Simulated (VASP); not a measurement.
A run of VASP 6.6.1 is set up as follows.

File POSCAR:

```
SnTe
1.0
    2.2449600339      1.2961282799      3.7925333510
   -2.2449600339      1.2961282799      3.7925333510
    0.0000000000     -2.5922565598      3.7925333510
Sn Te
1 1
Direct
    0.9979649091      0.9979649091      0.9979649091
    0.5230350909      0.5230350909      0.5230350909
```

The input INCAR.step1:

```
  ALGO = Normal
  EDIFF = 1E-4
  ENCUT = 520
  GGA = PE
  ISMEAR = -1
  LASPH = True
  LCHARG = False
  LREAL = False
  LWAVE = True
  NBANDS = 17
  NELM = 100
  PREC = Accurate
  SIGMA = 0.02
```

File INCAR.step2:

```
  ALGO = Normal
  EDIFF = 1E-6
  ENCUT = 520
  ISIF = 2
  ISMEAR = -1
  ISTART = 1
  LASPH = True
  LCHARG = False
  LMIXTAU = True
  LREAL = False
  LWAVE = False
  METAGGA = R2SCAN
  NBANDS = 17
  NELM = 100
  PREC = Accurate
  SIGMA = 0.02
```

Contents of KPOINTS:

```
k-points
0
Gamma
  6 6 6
```

Potentials or basis: VASP PAW PBE potentials, release 64 (Sn_d, Te).

Launch:

```bash
$ cat potpaw_PBE.64/Sn_d/POTCAR potpaw_PBE.64/Te/POTCAR > POTCAR
$ cp INCAR.step1 INCAR
$ mpirun -np 1 vasp_std > vasp.out
$ cp INCAR.step2 INCAR
$ mpirun -np 1 vasp_std > vasp.out
```

(1) Estimate the band gap on the k mesh.

(2) What does it give for the pressure?

## Answers

(1) 0.44 eV, direct.

(2) 0.0 GPa.

Caveat: the PAW data sets were made with another functional, which shifts forces and pressure a little; spin-orbit coupling is left out, which moves the levels of the heavy elements.
